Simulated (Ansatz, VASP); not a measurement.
**Cu: VASP beside Ansatz**

Contents of INCAR:

```
PREC = Accurate
ENCUT = 520
EDIFF = 1E-7
ISMEAR = 0
SIGMA = 0.1
LREAL = F
LASPH = T
NELM = 100
ALGO = Fast
ISIF = 2
LWAVE = F
LCHARG = F
LDIPOL = T
IDIPOL = 3
DIPOL = 0.5 0.5 0.500
GGA = PE
NBANDS = 36
```

KPOINTS

```
Automatic mesh
0
Gamma
  15 15 1
```

Contents of POSCAR:

```
Cu
1.0
    2.5680103728      0.0000000000      0.0000000000
   -1.2840051864      2.2239622200      0.0000000000
    0.0000000000      0.0000000000     23.3870563155
Cu
5
Direct
    0.3333333333      0.6666666667      0.3206902100
    0.6666666667      0.3333333333      0.4103451050
    0.3333333333      0.6666666667      0.5000000000
    0.6666666667      0.3333333333      0.5896548950
    0.3333333333      0.6666666667      0.6793097900
```

Input for Ansatz:

```yaml
crystal:
  lattice:
    - [2.5680103728, 0.0, 0.0]
    - [-1.2840051864, 2.22396222, 0.0]
    - [0.0, 0.0, 23.3870563155]
  atoms:
    - { symbol: Cu, position: [0.3333333333, 0.6666666667, 0.32069021] }
    - { symbol: Cu, position: [0.6666666667, 0.3333333333, 0.410345105] }
    - { symbol: Cu, position: [0.3333333333, 0.6666666667, 0.5] }
    - { symbol: Cu, position: [0.6666666667, 0.3333333333, 0.589654895] }
    - { symbol: Cu, position: [0.3333333333, 0.6666666667, 0.67930979] }
basis:
  ecutwfc: 420
kpoints:
  mp_grid: { grid: [15, 15, 1] }
hamiltonian:
  xc: pbe
scf:
  occupations: { method: gaussian, width: 0.1 }
output:
  forces: true
  stress: true
  eigenvalues: true
  write_density: true
  write_potential: true
  elf: true
  volumetric_format: npy
efield:
  axis: 3
  dipole_correction: true
  ramp_width: 0.04
```

Alike in both runs: task single point; functional PBE; k mesh 15 × 15 × 1; occupations gaussian, width 0.1 eV; no spin polarisation.

|  | VASP | Ansatz |
| --- | --- | --- |
| version | VASP 6.6.1 | Ansatz 0.2.0 |
| potentials or method | VASP PAW PBE potentials, release 64 (Cu), cutoff 520 eV | scalar-relativistic, plane waves, PAW |
| valence electrons in the cell | 55 | 95 |

|  | VASP | Ansatz | Ansatz less VASP |
| --- | --- | --- | --- |
| gap on the k mesh at the Fermi level (eV) | none | none | - |
| rms of the force components (eV/Å) | 0.029 | 0.032 | +0.0027 |

Atom by atom the forces differ by 0.007 eV/Å (rms over components). A gap of «none» marks a metal or a gap that the smearing closes. VASP's potentials hold 55 valence electrons a cell and Ansatz's 95, so a difference there can come from the potentials and not from the codes. Ansatz's warnings: xc potential rough in thin density.
